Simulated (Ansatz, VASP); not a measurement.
# Au in VASP and in Ansatz

Contents of INCAR:

```
SYSTEM = Au
PREC = Accurate ; ENCUT = 520
EDIFF = 1E-6 ; ISMEAR = 0
SIGMA = 0.15 ; LREAL = .False.
LASPH = .True. ; NELM = 80
ALGO = Normal ; ISIF = 2
LWAVE = .False. ; LCHARG = .False.
GGA = PS ; NBANDS = 12
```

Contents of KPOINTS:

```
regular mesh
0
Gamma
  20 20 20
  0 0 0
```

The input POSCAR:

```
Au
1.0
    0.0000000000      2.0761825000      2.1068650000
    2.0761825000      0.0000000000      2.1068650000
    2.0761825000      2.0761825000      0.0000000000
Au
1
Direct
    0.0000000000      0.0000000000      0.0000000000
```

Input for Ansatz:

```yaml
crystal:
  lattice:
    - [0.0, 2.0761825, 2.106865]
    - [2.0761825, 0.0, 2.106865]
    - [2.0761825, 2.0761825, 0.0]
  atoms:
    - { symbol: Au, position: [0.0, 0.0, 0.0] }
basis:
  ecutwfc: 420
kpoints:
  mp_grid: { grid: [20, 20, 20] }
hamiltonian:
  xc: pbesol
scf:
  occupations: { method: gaussian, width: 0.15 }
output:
  forces: true
  stress: true
  eigenvalues: true
  write_density: true
  write_potential: true
  elf: true
  volumetric_format: npy
```

Change from the starting cell: strain +0.015 along x and y, +0.030 along z, atoms carried along.

Alike in both runs: task single point; functional PBEsol; k mesh 20 × 20 × 20; occupations gaussian, width 0.15 eV; no spin polarisation.

|  | VASP | Ansatz |
| --- | --- | --- |
| version | VASP 6.6.1 | Ansatz 0.2.0 |
| potentials or method | VASP PAW PBE potentials, release 64 (Au), cutoff 520 eV | scalar-relativistic, plane waves, PAW |
| valence electrons in the cell | 11 | 19 |

```tsv
	VASP	Ansatz	Ansatz less VASP
gap on the k mesh at the Fermi level (eV)	none	none	-
pressure (GPa)	-9.6	-9.4	+0.23
traceless stress, the component that is largest in VASP (GPa)	-0.24	-0.24	0.000
```

VASP's potentials were made for PBE, not for PBEsol. A gap of «none» marks a metal or a gap that the smearing closes. VASP's potentials hold 11 valence electrons a cell and Ansatz's 19, so a difference there can come from the potentials and not from the codes.

Spin-orbit coupling is off throughout.
